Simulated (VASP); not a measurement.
# KBr in VASP: settings compared

KBr is run at these levels: PBE, r2SCAN; tasks: single point.

Everything below comes from runs of VASP 6.6.1. Logs are shortened: lines on timing, memory, paths and dates and some standing lists are left out, and cuts for length are marked.

**1. The cell of the first run**

Symmetry: I4/mmm, No. 139, tetragonal system. The conventional cell has a = 4.670 Å, b = 4.670 Å, c = 6.671 Å, α = 90.00°, β = 90.00°, γ = 90.00°. K (site symmetry 4/mmm) has 6 Br at 3.30 to 3.34 Å within 4.3 Å. Within 4.3 Å of Br (site symmetry 4/mmm) lie 6 K at 3.30 to 3.34 Å.

**2. Single point, PBE (uniaxial x strain +1.0%)**

INCAR reads:

```
  PREC = Accurate
  ENCUT = 520
  EDIFF = 1E-6
  ISMEAR = 0
  SIGMA = 0.01
  LREAL = False
  LASPH = True
  NELM = 60
  ALGO = Normal
  ISIF = 2
  LWAVE = False
  LCHARG = False
  GGA = PE
  NBANDS = 15
```

KPOINTS reads:

```
regular mesh
0
Gamma
  4 4 4
```

POSCAR reads:

```
KBr
1.0
    0.0000000000      3.3022478065      3.3022478065
    3.3352702846      0.0000000000      3.3022478065
    3.3352702846      3.3022478065      0.0000000000
K Br
1 1
Direct
    0.0000000000      0.0000000000      0.0000000000
    0.5000000000      0.5000000000      0.5000000000
```

Potentials or basis: VASP PAW PBE potentials, release 64 (K_sv, Br).

On the command line:

```
cat potpaw_PBE.64/K_sv/POTCAR potpaw_PBE.64/Br/POTCAR > POTCAR
mpirun -np 1 vasp_std > vasp.out
```

OUTCAR:

```text
PREC = Accurate
   ENCUT = 520
   EDIFF = 1E-6
   ISMEAR = 0
   LREAL = False
   LASPH = True
   NELM = 60
   ISIF = 2
   GGA = PE

 ion  position               nearest neighbor table
   1  0.000  0.000  0.000-   2 3.30   2 3.30   2 3.30   2 3.30
   2  0.500  0.500  0.500-   1 3.30   1 3.30   1 3.30   1 3.30

  LATTYP: Found a body centered tetragonal cell.
 ALAT       =     4.6700836343
 C/A-ratio  =     1.4283556980

  Lattice vectors:

 A1 = (   3.3352702846,   0.0000000000,   3.3022478065)
 A2 = (   3.3352702846,   0.0000000000,  -3.3022478065)
 A3 = (  -3.3352702846,   3.3022478065,   0.0000000000)

Analysis of symmetry for initial positions (statically):
=====================================================================
 Subroutine PRICEL returns:
 Original cell was already a primitive cell.

 Routine SETGRP: Setting up the symmetry group for a
 body centered tetragonal supercell.

 Subroutine GETGRP returns: Found 16 space group operations
 (whereof 16 operations were pure point group operations)
 out of a pool of 16 trial point group operations.

The static configuration has the point symmetry D_4h.

Analysis of symmetry for dynamics (positions and initial velocities):
=====================================================================
 Subroutine PRICEL returns:
 Original cell was already a primitive cell.

 Routine SETGRP: Setting up the symmetry group for a
 body centered tetragonal supercell.

 Subroutine GETGRP returns: Found 16 space group operations
 (whereof 16 operations were pure point group operations)
 out of a pool of 16 trial point group operations.

The dynamic configuration has the point symmetry D_4h.

 Subroutine INISYM returns: Found 16 space group operations
 (whereof 16 operations are pure point group operations),
 and found     1 'primitive' translations

----------------------------------------------------------------------------------------

                                     Primitive cell

  volume of cell :      72.7412

  direct lattice vectors                    reciprocal lattice vectors
     0.000000000  3.302247807  3.302247807    -0.149912888  0.151412017  0.151412017
     3.335270285  0.000000000  3.302247807     0.149912888 -0.151412017  0.151412017
     3.335270285  3.302247807  0.000000000     0.149912888  0.151412017 -0.151412017

  length of vectors
     4.670083634  4.693492138  4.693492138     0.261390649  0.261390649  0.261390649

  position of ions in fractional coordinates (direct lattice)
     0.000000000  0.000000000  0.000000000
     0.500000000  0.500000000  0.500000000

  ion indices of the primitive-cell ions
   primitive index   ion index
                 1           1
                 2           2

----------------------------------------------------------------------------------------

 KPOINTS: regular mesh

Automatic generation of k-mesh.
 Grid dimensions read from file:
 generate k-points for:    4    4    4

 Generating k-lattice:

  Cartesian coordinates                     Fractional coordinates (reciprocal lattice)
    -0.037478222  0.037853004  0.037853004     0.250000000  0.000000000  0.000000000
     0.037478222 -0.037853004  0.037853004     0.000000000  0.250000000 -0.000000000
     0.037478222  0.037853004 -0.037853004     0.000000000 -0.000000000  0.250000000

  Length of vectors
     0.065347662  0.065347662  0.065347662

  Shift w.r.t. Gamma in fractional coordinates (k-lattice)
     0.000000000  0.000000000  0.000000000

 Subroutine IBZKPT returns following result:
 ===========================================

 Found     13 irreducible k-points:

 Following reciprocal coordinates:
            Coordinates               Weight
  0.000000  0.000000  0.000000      1.000000
  0.250000  0.000000  0.000000      8.000000
  0.500000  0.000000  0.000000      4.000000
  0.250000  0.250000  0.000000      4.000000
  0.500000  0.250000  0.000000     16.000000
 -0.250000  0.250000  0.000000      8.000000
  0.500000  0.500000  0.000000      2.000000
  0.000000  0.250000  0.250000      2.000000
  0.500000  0.250000  0.250000      4.000000
 -0.250000  0.250000  0.250000      8.000000
 -0.250000  0.500000  0.250000      4.000000
  0.500000 -0.250000  0.250000      2.000000
  0.000000  0.500000  0.500000      1.000000
   k-points           NKPTS =     13   k-points in BZ     NKDIM =     13   number of bands    NBANDS=     15
   number of dos      NEDOS =    301   number of ions     NIONS =      2
   total plane-waves  NPLWV =  46656
   dimension x,y,z NGX =    36 NGY =   36 NGZ =   36
   dimension x,y,z NGXF=    72 NGYF=   72 NGZF=   72
   ions per type =               1   1
   NGX,Y,Z   is equivalent  to a cutoff of  12.82, 12.75, 12.75 a.u.
   NGXF,Y,Z  is equivalent  to a cutoff of  25.63, 25.50, 25.50 a.u.
 SYSTEM =  unknown system
   PREC   = accura    normal or accurate (medium, high low for compatibility)
   ISTART =      0    job   : 0-new  1-cont  2-samecut
   ICHARG =      2    charge: 1-file 2-atom 10-const
   ISPIN  =      1    spin polarized calculation?
   LNONCOLLINEAR =      F non collinear calculations
   LSORBIT =      F    spin-orbit coupling
   LASPH  =      T    aspherical Exc in radial PAW
   ENCUT  =  520.0 eV  38.22 Ry    6.18 a.u.   8.68  8.73  8.73*2*pi/ulx,y,z
   NELM   =     60;   NELMIN=  2; NELMDL= -5     # of ELM steps
   EDIFF  = 0.1E-05   stopping-criterion for ELM
   LREAL  =      F    real-space projection
   EDIFFG = 0.1E-04   stopping-criterion for IOM
   NSW    =      0    number of steps for IOM
   IBRION =     -1    ionic relax: 0-MD 1-quasi-New 2-CG
   NFREE  =      0    steps in history (QN), initial steepest desc. (CG)
   ISIF   =      2    stress and relaxation
   ISYM   =      2    0-nonsym 1-usesym 2-fastsym
   POTIM  = 0.5000    time-step for ionic-motion
   TEBEG  =    0.0;   TEEND  =   0.0 temperature during run
   PSTRESS=    0.0 pullay stress
   NELECT =      16.0000    total number of electrons
   NUPDOWN=      -1.0000    fix difference up-down
   EMIN   =  10.00;   EMAX   =-10.00  energy-range for DOS
   EFERMI =   0.00;   METHOD = LEGACY
   ISMEAR =     0;   SIGMA  =   0.01  broadening in eV -4-tet -1-fermi 0-gaus
   EFERMI_NEDOS =   21; number of points for ismear=-14 and -15
   IALGO  =     38    algorithm
   IMIX   =      4    mixing-type and parameters
     AMIX     =   0.40;   BMIX     =  1.00
     AMIX_MAG =   1.60;   BMIX_MAG =  1.00
  volume/ion in A,a.u.               =      36.37       245.44
  Fermi-wavevector in a.u.,A,eV,Ry     =   0.988222  1.867470 13.287226  0.976584
  Thomas-Fermi vector in A             =   2.119733
   LORBIT       =      0    0 simple, 1 ext, 2 COOP (PROOUT), +10 PAW based schemes
   GGA     = PE    functional components
   LHFCALC =     F    Hartree Fock is set to
   AEXX    =    0.0000 exact exchange contribution
   IVDW    =     0    specifies the selected vdW correction
   LEPSILON=     F    determine dielectric tensor
   LRPA    =     F    only Hartree local field effects (RPA)
 non-spin polarized calculation
 Gauss-broadening in eV      SIGMA  =   0.01
  energy-cutoff  :      520.00
  volume of cell :       72.74
 maximum number of plane-waves:      1972
 NGX is ok and might be reduce to    36
   NGX = 17   NGY = 17   NGZ = 17

 number of electron      15.9999997 magnetization

 Free energy of the ion-electron system (eV)
  ---------------------------------------------------
  ext. energy  EPLUGINS =         0.00000000
  ---------------------------------------------------
  free energy    TOTEN  =        -6.21783095 eV

  energy without entropy =       -6.21783095  energy(sigma->0) =       -6.21783095

 E-fermi :  -1.6696     XC(G=0):  -7.3224

 val. band max:       -1.7857670496   @ k =   0.0000   0.0000   0.0000
 cond. band min:       2.6143538167   @ k =   0.0000   0.0000   0.0000
 fundamental gap:      4.4001208662
 Fermi energy:        -1.6695500950

 k-point     1 :       0.0000    0.0000    0.0000
  band No.  band energies     occupation
      1     -29.5946      2.00000
      2     -14.0648      2.00000
      3     -13.0714      2.00000
      4     -13.0709      2.00000
      5     -13.0709      2.00000
      6      -1.7899      2.00000
      7      -1.7858      2.00000
      8      -1.7858      2.00000
      9       2.6144      0.00000
     10       5.7739      0.00000
     11       5.8340      0.00000
     12       5.8340      0.00000
     13       6.6078      0.00000
     14       6.6515      0.00000
     15       9.7843      0.00000

 k-point     2 :       0.2500    0.0000    0.0000
  band No.  band energies     occupation
      1     -29.5920      2.00000
      2     -14.1609      2.00000
      3     -13.0745      2.00000
      4     -13.0731      2.00000
      5     -12.9409      2.00000
      6      -2.4448      2.00000
      7      -1.9563      2.00000
      8      -1.9542      2.00000
      9       3.8566      0.00000
     10       5.6874      0.00000
     11       6.4920      0.00000
     12       6.5247      0.00000
     13       7.3595      0.00000
     14       7.4117      0.00000
     15      10.3602      0.00000

 k-point     3 :       0.5000    0.0000    0.0000
  band No.  band energies     occupation
      1     -29.5894      2.00000
      2     -14.2402      2.00000
      3     -13.0777      2.00000
      4     -13.0752      2.00000
      5     -12.8268      2.00000
      6      -2.9424      2.00000
      7      -2.1111      2.00000
      8      -2.1098      2.00000
      9       4.7773      0.00000
     10       6.4020      0.00000
     11       7.9410      0.00000
     12       7.9453      0.00000
     13       8.2086      0.00000
     14       8.2927      0.00000
     15       9.0563      0.00000
[... 145 lines left out ...]
 k-point    12 :       0.5000   -0.2500    0.2500
  band No.  band energies     occupation
      1     -29.5877      2.00000
      2     -14.0564      2.00000
      3     -13.1319      2.00000
      4     -13.1319      2.00000
      5     -12.9873      2.00000
      6      -2.3644      2.00000
      7      -2.3644      2.00000
      8      -2.2990      2.00000
      9       5.5643      0.00000
     10       5.5643      0.00000
     11       6.4358      0.00000
     12       7.1826      0.00000
     13       8.8055      0.00000
     14       8.9923      0.00000
     15       9.1015      0.00000

 k-point    13 :       0.0000    0.5000    0.5000
  band No.  band energies     occupation
      1     -29.5880      2.00000
      2     -13.9715      2.00000
      3     -13.1565      2.00000
      4     -13.1040      2.00000
      5     -13.1040      2.00000
      6      -2.5961      2.00000
      7      -2.0596      2.00000
      8      -2.0596      2.00000
      9       4.0985      0.00000
     10       5.3600      0.00000
     11       7.5447      0.00000
     12       7.6194      0.00000
     13       7.8394      0.00000
     14       8.9549      0.00000
     15       8.9549      0.00000

------------------------ aborting loop because EDIFF is reached ----------------------------------------

  FORCE on cell =-STRESS in cart. coord.  units (eV):
  Direction    XX          YY          ZZ          XY          YZ          ZX
  --------------------------------------------------------------------------------------
  -------------------------------------------------------------------------------------
  Total        0.1647047      0.3030946      0.3030946     -0.0000000      0.0000000     -0.0000000
  in kB        3.6277400      6.6758791      6.6758791     -0.0000000      0.0000000     -0.0000000
  external PRESSURE =       5.6598327 kB  Pullay stress =       0.0000000 kB

 VOLUME and BASIS-vectors are now :
 -----------------------------------------------------------------------------
  energy-cutoff  :      520.00
  volume of cell :       72.74
      direct lattice vectors                 reciprocal lattice vectors
     0.000000000  3.302247807  3.302247807    -0.149912888  0.151412017  0.151412017
     3.335270285  0.000000000  3.302247807     0.149912888 -0.151412017  0.151412017
     3.335270285  3.302247807  0.000000000     0.149912888  0.151412017 -0.151412017

 POSITION                                       TOTAL-FORCE (eV/Angst)
 -----------------------------------------------------------------------------------
      0.00000      0.00000      0.00000        -0.000000     -0.000000     -0.000000
      3.33527      3.30225      3.30225         0.000000      0.000000      0.000000
 -----------------------------------------------------------------------------------
    total drift:                                0.000000      0.000000      0.000000

  FREE ENERGIE OF THE ION-ELECTRON SYSTEM (eV)
  ---------------------------------------------------
  free  energy   TOTEN  =        -6.2178309547 eV

  energy  without entropy=       -6.2178309547  energy(sigma->0) =       -6.21783095
```

Run time: 11 s. Hardware: 1 thread of Intel Xeon 6975P-C (Granite Rapids), shared host; peak memory 0.21 GiB.

Results:

```
Free energy            : -6.2178 eV
Pressure               : 0.6 GPa
Band gap on the k mesh : 4.40 eV, direct
```

Stress tensor (GPa, compression positive):
```
0.36 0.00 0.00
0.00 0.67 0.00
0.00 0.00 0.67
```

Caveat: the cell differs from its parent crystal (uniaxial x strain +1.0%).

(Part 1 of 2 ends here.)
